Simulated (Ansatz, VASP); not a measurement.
# One calculation of TeS2F2, two programs

```
CELL_PARAMETERS angstrom
-2.01811 2.01811 5.13825
2.01811 -2.01811 5.13825
2.01811 2.01811 -5.13825
ATOMIC_POSITIONS crystal
Te 0.00000 0.00000 0.00000
S 0.59800 0.59800 0.00000
S 0.40200 0.40200 0.00000
F 0.25000 0.75000 0.50000
F 0.75000 0.25000 0.50000
```

Change from the starting cell: species swapped into the YNi2Ge2 type (I4/mmm, No. 139).

Alike in both runs: functional PBE; k mesh 6 × 6 × 6; occupations gaussian, width 0.1 eV; no spin polarisation.

Ansatz relaxed the structure, and its values are those at the end. VASP's run is a single point on that final structure, the one shown.

|  | VASP | Ansatz |
| --- | --- | --- |
| version | VASP 6.6.1 | Ansatz 0.2.0 |
| potentials or method | VASP PAW PBE potentials, release 64 (Te, S, F), cutoff 520 eV | scalar-relativistic, plane waves, PAW |
| valence electrons in the cell | 32 | 42 |

Ansatz gave:

- gap on the k mesh at the Fermi level (eV): none
- pressure (GPa): -0.3
- rms of the force components (eV/Å): 0.001

Q: Which values does VASP return?

A: gap on the k mesh at the Fermi level (eV): none; pressure (GPa): -0.7; rms of the force components (eV/Å): 0.059.

A gap of «none» marks a metal or a gap that the smearing closes. The functional is the same, so the differences come from potentials, cutoffs and numerics. VASP's potentials hold 32 valence electrons a cell and Ansatz's 42, so a difference there can come from the potentials and not from the codes.

The k mesh is coarse, so the values compare programs but aren't converged. Neither program's run includes spin-orbit coupling.
